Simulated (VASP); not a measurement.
Crystal: AlN.

```
CELL_PARAMETERS angstrom
3.13025 0.00000 0.00000
-1.56512 2.71087 0.00000
0.00000 0.00000 5.01796
ATOMIC_POSITIONS crystal
Al 0.33333 0.66667 0.99923
Al 0.66667 0.33333 0.49923
N 0.33333 0.66667 0.38077
N 0.66667 0.33333 0.88077
```

* Program: VASP 6.6.1
* Task: relaxation of cell and atoms
* Functional: LDA
* Potentials or basis: VASP PAW LDA potentials, release 64 (Al, N)
* Cutoff: 600 eV
* k mesh: 9 × 9 × 6
* Occupations: gaussian, width 0.02 eV
* Spin: no spin polarisation

At the start: pressure -7.7 GPa; volume 10.65 Å³/atom.

Problem. Where does the relaxation end?

Solution. Over 7 steps the energy falls by 10.1 meV/atom and the volume is 10.24 Å³/atom (-3.8 %); space group P6_3mc (No. 186, to 0.05 Å).

Step by step:
| step | energy change (eV) | largest force (eV/Å) | pressure (GPa) | volume (Å³) |
| --- | --- | --- | --- | --- |
| 1 | 0.0000 | 0.0074 | -7.67 | 42.58 |
| 2 | -0.0053 | 0.0230 | 8.06 | 39.52 |
| 3 | -0.0404 | 0.0082 | -0.05 | 40.96 |
| 4 | -0.0404 | 0.0085 | 0.11 | 40.92 |
| 5 | -0.0405 | 0.0139 | -0.11 | 40.96 |
| 6 | -0.0405 | 0.0138 | -0.10 | 40.96 |
| 7 | -0.0405 | 0.0011 | -0.01 | 40.94 |

Final structure:
```
CELL_PARAMETERS angstrom
3.09114 0.00000 0.00000
-1.54557 2.67700 0.00000
0.00000 0.00000 4.94801
ATOMIC_POSITIONS crystal
Al 0.33333 0.66667 0.99904
Al 0.66667 0.33333 0.49904
N 0.33333 0.66667 0.38096
N 0.66667 0.33333 0.88096
```
